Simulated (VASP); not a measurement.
NaF, 2 atoms in the cell. Symmetry: Fm-3m, No. 225, cubic system. Conventional cell: a = 4.689 Å, b = 4.689 Å, c = 4.689 Å, α = 90.00°, β = 90.00°, γ = 90.00°. Within 3.1 Å of Na (site symmetry m-3m) lie 6 F at 2.34 Å. F (site symmetry m-3m) has 6 Na at 2.34 Å within 3.1 Å.  This cell differs from its parent crystal: volume scaled by 1.04.

```yaml
Program: VASP 6.6.1
Task: single point
Functional: PBE
Dispersion: D3(BJ)
Potentials_or_basis: VASP PAW PBE potentials, release 64 (Na_pv, F)
Cutoff: 520 eV
k_mesh: 8 × 8 × 8
Occupations: gaussian, width 0.05 eV
Spin: no spin polarisation
Dipole_correction: no
Further_INCAR_settings: ALGO = Normal; EDIFF = 1e-06; NBANDS = 14
```

Potentials or basis: VASP PAW PBE potentials, release 64 (Na_pv, F).

Launch:

```sh
$ cat potpaw_PBE.64/Na_pv/POTCAR potpaw_PBE.64/F/POTCAR > POTCAR
$ mpirun -np 1 vasp_std > vasp.out
```

Hardware: 1 thread of AMD EPYC 7R13 (shared host).

Question: Estimate the wall time of this run.

Answer: Wall time 28 s on 1 thread of AMD EPYC 7R13, with other jobs on the host, peak memory 0.13 GiB. Counts: scf iterations 12, k points 29.
